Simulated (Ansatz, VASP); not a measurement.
## One calculation of Cu, two programs

POSCAR

```
Cu
1.0
    0.0000000000      1.7881324402      1.7881324402
    1.7881324402      0.0000000000      1.7881324402
    1.7881324402      1.7881324402      0.0000000000
Cu
1
Direct
    0.0000000000      0.0000000000      0.0000000000
```

File INCAR.step1:

```
SYSTEM = Cu
PREC = Accurate ; ENCUT = 520
ISMEAR = -1 ; SIGMA = 0.1
LREAL = .FALSE. ; LASPH = .TRUE.
NELM = 100 ; NBANDS = 12
GGA = PE ; ALGO = Normal
EDIFF = 1E-4 ; LWAVE = .TRUE.
LCHARG = .FALSE.
```

The input INCAR.step2:

```
SYSTEM = Cu
PREC = Accurate ; ENCUT = 520
EDIFF = 1E-6 ; ISMEAR = -1
SIGMA = 0.1 ; LREAL = .FALSE.
LASPH = .TRUE. ; NELM = 100
ALGO = Normal ; ISIF = 2
LWAVE = .FALSE. ; LCHARG = .FALSE.
METAGGA = R2SCAN ; LMIXTAU = .TRUE.
NBANDS = 12 ; ISTART = 1
```

KPOINTS

```
regular mesh
0
G
  25 25 25
  0 0 0
```

Input for Ansatz:

```yaml
crystal:
  lattice:
    - [0.0, 1.7881324402, 1.7881324402]
    - [1.7881324402, 0.0, 1.7881324402]
    - [1.7881324402, 1.7881324402, 0.0]
  atoms:
    - { symbol: Cu, position: [0.0, 0.0, 0.0] }
hamiltonian:
  xc: r2scan
  pseudopotentials:
    kind: paw
    azcp:
      Cu: "pseudopotentials/Cu.paw.azcp"
basis:
  ecutwfc: 500
  fft_grid_basis: typed
kpoints:
  mp_grid: { grid: [25, 25, 25], shift: [0, 0, 0] }
magnetization:
  spin_polarized: false
scf:
  occupations: { method: fermi_dirac, width: 0.1 }
  lower_state_search: "off"
output:
  stress: true
```

Alike in both runs: task single point; functional r2SCAN; k mesh 25 × 25 × 25; occupations fermi-dirac, width 0.1 eV; no spin polarisation.

```csv
,VASP,Ansatz
version,VASP 6.6.1,Ansatz 0.2.0
potentials or method,"VASP PAW PBE potentials, release 64 (Cu), cutoff 520 eV","plane waves (500 eV) with PAW, scalar-relativistic"
valence electrons in the cell,11,19
```

```csv
,VASP,Ansatz,Ansatz less VASP
pressure (GPa),0.6,0.1,-0.49
```

VASP's potentials were made for PBE, not for r2SCAN. VASP's potentials hold 11 valence electrons a cell and Ansatz's 19, so a difference there can come from the potentials and not from the codes.
